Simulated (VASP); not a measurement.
Ag, 1 atom in the cell. The structure is tetragonal, space group I4/mmm (No. 139). The conventional cell has a = 2.860 Å, b = 2.860 Å, c = 4.086 Å, α = 90.00°, β = 90.00°, γ = 90.00°. Ag (site symmetry 4/mmm) has 12 Ag at 2.86 to 2.87 Å within 3.8 Å.  This cell differs from its parent crystal: equal xx and yy strain of -1 %.

- Program: VASP 6.6.1
- Task: electric field gradients
- Functional: PBEsol
- Potentials or basis: VASP PAW PBE potentials, release 64 (Ag)
- Cutoff: 520 eV
- k mesh: 15 × 15 × 15
- Occupations: fermi-dirac, width 0.03 eV
- Spin: no spin polarisation
- Dipole correction: no
- Further INCAR settings: ALGO = Normal; EDIFF = 1e-08; NBANDS = 12

Potentials or basis: VASP PAW PBE potentials, release 64 (Ag).

Run with:

```sh
$ cat potpaw_PBE.64/Ag/POTCAR > POTCAR
$ mpirun -np 1 vasp_std > vasp.out
```

Hardware: 1 thread of Intel(R) Xeon(R) Platinum 8375C CPU @ 2.90GHz (Ice Lake) (shared host).

Problem. Estimate the wall time of this run.

Solution. Run time: 36 s on 1 thread of Intel(R) Xeon(R) Platinum 8375C CPU @ 2.90GHz (Ice Lake) (shared host), peak memory 0.18 GiB. Counts: scf iterations 13, k points 288.
